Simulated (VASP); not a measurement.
# SnO2 in VASP: a series of runs

Runs on SnO2. Level: PBE. Tasks: single point.

Everything below comes from runs of VASP 6.6.1. Logs are shortened: lines on timing, memory, paths and dates and some standing lists are left out, and cuts for length are marked.

## 1. The cell of the first run

It takes space group Cm (No. 8, monoclinic). The conventional cell has a = 5.601 Å, b = 3.234 Å, c = 5.261 Å, α = 90.00°, β = 110.79°, γ = 90.00°. Sn (site symmetry m) has 6 O at 2.08 to 2.16 Å within 2.8 Å. O (site symmetry m) has 3 Sn at 2.10 to 2.16 Å and 3 O at 2.75 Å within 2.8 Å. Within 2.8 Å of O (site symmetry m) lie 3 Sn at 2.08 to 2.14 Å and 3 O at 2.75 Å.

## 2. Single point, PBE (atoms displaced along a vibrational mode)

Input file INCAR:

```
PREC     = Accurate       # precision mode
ENCUT    = 520            # plane-wave cutoff, eV
EDIFF    = 1E-6           # SCF threshold, eV
ISMEAR   = 0              # smearing method
SIGMA    = 0.05           # smearing width, eV
LREAL    = F              # projectors in reciprocal space
LASPH    = T              # aspherical terms in the spheres
NELM     = 60             # most SCF steps
ALGO     = Normal         # electronic algorithm
ISIF     = 2              # what is computed and relaxed
LWAVE    = F              # write WAVECAR
LCHARG   = T              # write CHGCAR
GGA      = PE             # functional
LELF     = T              # ELF
LVHAR    = T            
NBANDS   = 20             # bands
```

Input file KPOINTS:

```
regular mesh
0
Gamma
  12 12 12
```

Input file POSCAR:

```
SnO2
1.0
    1.6167660720      0.9334403269      4.9182553763
   -1.6167660720      0.9334403269      4.9182553763
    0.0000000000     -1.8668806537      4.9182553763
Sn O
1 2
Direct
    0.5018914300      0.5018914300      0.4962171400
    0.2278656215      0.2278656215      0.2489167797
    0.7581002731      0.7581002731      0.7791514313
```

Potentials or basis: VASP PAW PBE potentials, release 64 (Sn_d, O).

Command:

```
cat potpaw_PBE.64/Sn_d/POTCAR potpaw_PBE.64/O/POTCAR > POTCAR
mpirun -np 1 vasp_std > vasp.out
```

OUTCAR:

```text
PREC = Accurate
   ENCUT = 520
   EDIFF = 1E-6
   ISMEAR = 0
   LREAL = F
   LASPH = T
   NELM = 60
   ISIF = 2
   GGA = PE

 ion  position               nearest neighbor table
   1  0.502  0.502  0.496-   3 2.08   2 2.10   2 2.10   3 2.14   3 2.14   2 2.16
   2  0.228  0.228  0.249-   1 2.10   1 2.10   1 2.16
   3  0.758  0.758  0.779-   1 2.08   1 2.14   1 2.14

  LATTYP: Found a trigonal (rhomboedric) cell.
 ALAT       =     5.2606538873
 COS(alpha) =     0.8110943660

  Lattice vectors:

 A1 = (   1.6167660720,   0.9334403269,   4.9182553763)
 A2 = (  -1.6167660720,   0.9334403269,   4.9182553763)
 A3 = (   0.0000000000,  -1.8668806537,   4.9182553763)

Analysis of symmetry for initial positions (statically):
=====================================================================
 Subroutine PRICEL returns:
 Original cell was already a primitive cell.

 Routine SETGRP: Setting up the symmetry group for a
 trigonal (rhombohedral) supercell.

 Subroutine GETGRP returns: Found  2 space group operations
 (whereof  2 operations were pure point group operations)
 out of a pool of 12 trial point group operations.

The static configuration has the point symmetry C_1h.

Analysis of symmetry for dynamics (positions and initial velocities):
=====================================================================
 Subroutine PRICEL returns:
 Original cell was already a primitive cell.

 Routine SETGRP: Setting up the symmetry group for a
 trigonal (rhombohedral) supercell.

 Subroutine GETGRP returns: Found  2 space group operations
 (whereof  2 operations were pure point group operations)
 out of a pool of 12 trial point group operations.

The dynamic configuration has the point symmetry C_1h.

 Subroutine INISYM returns: Found  2 space group operations
 (whereof  2 operations are pure point group operations),
 and found     1 'primitive' translations

----------------------------------------------------------------------------------------

                                     Primitive cell

  volume of cell :      44.5344

  direct lattice vectors                    reciprocal lattice vectors
     1.616766072  0.933440327  4.918255376     0.309259335  0.178550960  0.067774710
    -1.616766072  0.933440327  4.918255376    -0.309259335  0.178550960  0.067774710
     0.000000000 -1.866880654  4.918255376     0.000000000 -0.357101920  0.067774710

[... 76 lines left out ...]
   PREC   = accura    normal or accurate (medium, high low for compatibility)
   ISTART =      0    job   : 0-new  1-cont  2-samecut
   ICHARG =      2    charge: 1-file 2-atom 10-const
   ISPIN  =      1    spin polarized calculation?
   LNONCOLLINEAR =      F non collinear calculations
   LSORBIT =      F    spin-orbit coupling
   LASPH  =      T    aspherical Exc in radial PAW
   ENCUT  =  520.0 eV  38.22 Ry    6.18 a.u.   9.78  9.78  9.78*2*pi/ulx,y,z
   NELM   =     60;   NELMIN=  2; NELMDL= -5     # of ELM steps
   EDIFF  = 0.1E-05   stopping-criterion for ELM
   LREAL  =      F    real-space projection
   EDIFFG = 0.1E-04   stopping-criterion for IOM
   NSW    =      0    number of steps for IOM
   IBRION =     -1    ionic relax: 0-MD 1-quasi-New 2-CG
   NFREE  =      0    steps in history (QN), initial steepest desc. (CG)
   ISIF   =      2    stress and relaxation
   ISYM   =      2    0-nonsym 1-usesym 2-fastsym
   POTIM  = 0.5000    time-step for ionic-motion
   TEBEG  =    0.0;   TEEND  =   0.0 temperature during run
   PSTRESS=    0.0 pullay stress
   NELECT =      26.0000    total number of electrons
   NUPDOWN=      -1.0000    fix difference up-down
   EMIN   =  10.00;   EMAX   =-10.00  energy-range for DOS
   EFERMI =   0.00;   METHOD = LEGACY
   ISMEAR =     0;   SIGMA  =   0.05  broadening in eV -4-tet -1-fermi 0-gaus
   EFERMI_NEDOS =   21; number of points for ismear=-14 and -15
   IALGO  =     38    algorithm
   IMIX   =      4    mixing-type and parameters
     AMIX     =   0.40;   BMIX     =  1.00
     AMIX_MAG =   1.60;   BMIX_MAG =  1.00
  volume/ion in A,a.u.               =      14.84       100.18
  Fermi-wavevector in a.u.,A,eV,Ry     =   1.368256  2.585628 25.471788  1.872124
  Thomas-Fermi vector in A             =   2.494236
   LORBIT       =      0    0 simple, 1 ext, 2 COOP (PROOUT), +10 PAW based schemes
   GGA     = PE    functional components
   LHFCALC =     F    Hartree Fock is set to
   AEXX    =    0.0000 exact exchange contribution
   IVDW    =     0    specifies the selected vdW correction
   LEPSILON=     F    determine dielectric tensor
   LRPA    =     F    only Hartree local field effects (RPA)
 non-spin polarized calculation
 Gauss-broadening in eV      SIGMA  =   0.05
  energy-cutoff  :      520.00
  volume of cell :       44.53
 maximum number of plane-waves:      1218
   NGX = 19   NGY = 19   NGZ = 19

 number of electron      26.0000001 magnetization

 Free energy of the ion-electron system (eV)
  ---------------------------------------------------
  ext. energy  EPLUGINS =         0.00000000
  ---------------------------------------------------
  free energy    TOTEN  =       -18.18357083 eV

  energy without entropy =      -18.18357083  energy(sigma->0) =      -18.18357083

 E-fermi :   3.2196     XC(G=0):  -9.8141

 val. band max:        3.0062670049   @ k =   0.2500   0.0833  -0.1667
 cond. band min:       5.0064146916   @ k =   0.0000   0.0000   0.0000
 fundamental gap:      2.0001476867
 Fermi energy:         3.2195668325

 k-point     1 :       0.0000    0.0000    0.0000
  band No.  band energies     occupation
      1     -16.9871      2.00000
      2     -16.7756      2.00000
      3     -16.7639      2.00000
      4     -16.5874      2.00000
      5     -16.5856      2.00000
      6     -14.9130      2.00000
[... 541 lines left out ...]
     19      16.2041      0.00000
     20      18.6478      0.00000

 [... further k-points ...]
[... 5 lines left out ...]
  --------------------------------------------------------------------------------------
  -------------------------------------------------------------------------------------
  Total        0.2511410      0.3196736      0.1182538      0.0000000     -0.0686694      0.0000000
  in kB        9.0350824     11.5006218      4.2543165      0.0000000     -2.4704605      0.0000000
  external PRESSURE =       8.2633402 kB  Pullay stress =       0.0000000 kB

 VOLUME and BASIS-vectors are now :
 -----------------------------------------------------------------------------
  energy-cutoff  :      520.00
  volume of cell :       44.53
      direct lattice vectors                 reciprocal lattice vectors
     1.616766072  0.933440327  4.918255376     0.309259335  0.178550960  0.067774710
    -1.616766072  0.933440327  4.918255376    -0.309259335  0.178550960  0.067774710
     0.000000000 -1.866880654  4.918255376     0.000000000 -0.357101920  0.067774710

 POSITION                                       TOTAL-FORCE (eV/Angst)
 -----------------------------------------------------------------------------------
      0.00000      0.01059      7.37738         0.000000     -0.694184      0.003651
      0.00000     -0.03930      3.46564         0.000000      0.312869      0.083162
      0.00000     -0.03930     11.28913         0.000000      0.381315     -0.086814
 -----------------------------------------------------------------------------------
    total drift:                               -0.000000     -0.000064      0.000014

  FREE ENERGIE OF THE ION-ELECTRON SYSTEM (eV)
  ---------------------------------------------------
  free  energy   TOTEN  =       -18.1835708297 eV

  energy  without entropy=      -18.1835708297  energy(sigma->0) =      -18.18357083
```

Wall time 7 min (1 thread of AMD EPYC 9R45 (Zen 5), shared host); peak memory 0.5 GiB.

Results:

- Free energy: -18.1836 eV
- Pressure: 0.8 GPa
- Largest force: 0.694 eV/Å
- Band gap on the k mesh: 2.00 eV (least direct gap 2.18 eV)

Forces on the atoms (eV/Å):
```
Sn   0.000 -0.694  0.004
O    0.000  0.313  0.083
O    0.000  0.381 -0.087
```

Stress tensor (GPa, compression positive):
```
 0.90  0.00  0.00
 0.00  1.15 -0.25
 0.00 -0.25  0.43
```

Levels at points of the mesh, in eV from the valence-band top:
```tsv
k point	band 9	band 10	band 11	band 12	band 13	band 14	band 15	band 16	band 17	band 18
(0.00, 0.00, 0.00)	-1.28	-1.27	-0.87	-0.87	-0.18	2.00	5.77	11.04	11.09	11.36
(0.50, 0.00, 0.00)	-4.13	-2.95	-1.38	-0.54	-0.48	5.34	7.73	10.06	12.30	12.83
(0.00, 0.00, 0.50)	-4.12	-2.96	-1.38	-0.55	-0.47	5.35	7.72	10.06	12.34	12.78
(0.50, 0.50, 0.00)	-4.30	-3.02	-1.12	-0.44	-0.04	5.13	6.98	10.72	11.29	12.58
(0.50, 0.00, 0.50)	-4.31	-3.01	-1.13	-0.44	-0.04	5.13	6.99	10.72	11.28	12.51
(0.50, 0.50, 0.50)	-1.32	-1.32	-1.16	-0.83	-0.83	3.10	5.66	11.23	11.24	11.65
```

Caveat: the cell differs from its parent crystal (atoms displaced along a vibrational mode); spin-orbit coupling is left out, which moves the levels of the heavy elements. A k mesh can miss the band edges.

(Part 1 of 2 ends here.)
